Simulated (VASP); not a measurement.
MnF2:

```
Mn F
1.0
     4.87340    0.00000    0.00000
     0.00000    4.87340    0.00000
     0.00000    0.00000    3.30990
Mn F
2 4
Direct
  0.00000 0.00000 0.00000
  0.50000 0.50000 0.50000
  0.30500 0.30500 0.00000
  0.19500 0.80500 0.50000
  0.69500 0.69500 0.00000
  0.80500 0.19500 0.50000
```

Base run:

* Program: VASP 6.6.1
* Functional: PBEsol
* Potentials or basis: VASP PAW PBE potentials, release 64 (Mn_pv, F)
* Cutoff: 520 eV
* k mesh: 4 × 4 × 6
* Occupations: gaussian, width 0.05 eV
* Spin: collinear spin, ferromagnetic start
* Starting moments: [5.0, 5.0, 0.0, 0.0, 0.0, 0.0] μB
* Hubbard terms: Mn d U = 3.0 eV

Its results: band gap on the k mesh 1.94 eV; pressure 0.4 GPa; largest force 0.010 eV/Å.

**Question.** The run is repeated on the same cell with these changes: spin from collinear spin, ferromagnetic start to no spin polarisation; further incar settings from ALGO = Normal; EDIFF = 1e-06; NBANDS = 40 to ALGO = Normal; EDIFF = 1e-06; NBANDS = 36. What comes out?

**Answer.** Band gap on the k mesh zero (bands 27 and 28 overlap by 0.26 eV); pressure -17.4 GPa; largest force 0.115 eV/Å.

Caveats: the PAW data sets were made with another functional, which shifts forces and pressure a little; the run started ferromagnetic, and an antiferromagnetic order may lie lower in energy (at least some runs); the cell stands under tension (at least some runs); U without spin polarisation on a metal has little footing (at least some runs).

